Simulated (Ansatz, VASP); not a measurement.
TaRu5 in VASP and in Ansatz

INCAR

```
SYSTEM = TaRu5
PREC = Accurate
ENCUT = 520
EDIFF = 1E-6
ISMEAR = 0
SIGMA = 0.1
LREAL = .FALSE.
LASPH = .TRUE.
NELM = 80
ALGO = Fast
ISIF = 2
LWAVE = .FALSE.
LCHARG = .TRUE.
GGA = PS
LELF = .TRUE.
LVHAR = .TRUE.
NBANDS = 50
```

Contents of KPOINTS:

```
Automatic mesh
0
G
  12 12 8
  0 0 0
```

POSCAR

```
TaRu5
1.0
    4.7882322403      0.0000000000      0.0000000000
   -2.3941161201      4.1467307593      0.0000000000
    0.0000000000      0.0000000000      4.3748132317
Ta Ru
1 5
Direct
    0.0000000000      0.0000000000      0.5000000000
    0.0000000000      0.6537911426      0.0000000000
    0.6537911426      0.0000000000      0.0000000000
    0.3462088574      0.3462088574      0.0000000000
    0.3333333333      0.6666666667      0.5000000000
    0.6666666667      0.3333333333      0.5000000000
```

Input for Ansatz:

```yaml
crystal:
  lattice:
    - [4.7882322403, 0.0, 0.0]
    - [-2.3941161201, 4.1467307593, 0.0]
    - [0.0, 0.0, 4.3748132317]
  atoms:
    - { symbol: Ta, position: [0.0, 0.0, 0.5] }
    - { symbol: Ru, position: [0.0, 0.6537911426, 0.0] }
    - { symbol: Ru, position: [0.6537911426, 0.0, 0.0] }
    - { symbol: Ru, position: [0.3462088574, 0.3462088574, 0.0] }
    - { symbol: Ru, position: [0.3333333333, 0.6666666667, 0.5] }
    - { symbol: Ru, position: [0.6666666667, 0.3333333333, 0.5] }
basis:
  ecutwfc: 420
kpoints:
  mp_grid: { grid: [12, 12, 8] }
  band_path:
    path:
      - [[0.0, 0.0, 0.0], [0.5, 0.0, 0.0], [0.33333333, 0.33333333, 0.0], [0.0, 0.0, 0.0], [0.0, 0.0, 0.5], [0.5, 0.0, 0.5], [0.33333333, 0.33333333, 0.5], [0.0, 0.0, 0.5]]
      - [[0.5, 0.0, 0.5], [0.5, 0.0, 0.0]]
      - [[0.33333333, 0.33333333, 0.5], [0.33333333, 0.33333333, 0.0]]
    npoints: 14
hamiltonian:
  xc: pbesol
scf:
  occupations: { method: gaussian, width: 0.1 }
  n_extra_bands: 15
output:
  forces: true
  stress: true
  eigenvalues: true
  populations: true
  dos: { projected: true, de: 0.02, nscf_kmesh: { grid: [15, 15, 10] } }
  bader: true
```

Alike in both runs: task single point; functional PBEsol; k mesh 12 × 12 × 8; occupations gaussian, width 0.1 eV; no spin polarisation.

|  | VASP | Ansatz |
| --- | --- | --- |
| version | VASP 6.6.1 | Ansatz 0.2.0 |
| potentials or method | VASP PAW PBE potentials, release 64 (Ta_pv, Ru_pv), cutoff 520 eV | scalar-relativistic, plane waves, PAW |
| valence electrons in the cell | 81 | 93 |

|  | VASP | Ansatz | Ansatz less VASP |
| --- | --- | --- | --- |
| gap on the k mesh at the Fermi level (eV) | none | none | - |
| pressure (GPa) | -9.7 | -9.7 | -0.03 |
| traceless stress, the component that is largest in VASP (GPa) | -0.23 | -0.23 | 0.000 |
| rms of the force components (eV/Å) | 0.029 | 0.026 | -0.0031 |

VASP's potentials were made for PBE, not for PBEsol. Atom by atom the forces differ by 0.003 eV/Å (rms over components). A gap of «none» marks a metal or a gap that the smearing closes. With one functional, cell and mesh, what is left measures potentials, basis and numerics. VASP's potentials hold 81 valence electrons a cell and Ansatz's 93, so a difference there can come from the potentials and not from the codes.

Spin-orbit coupling is off throughout.
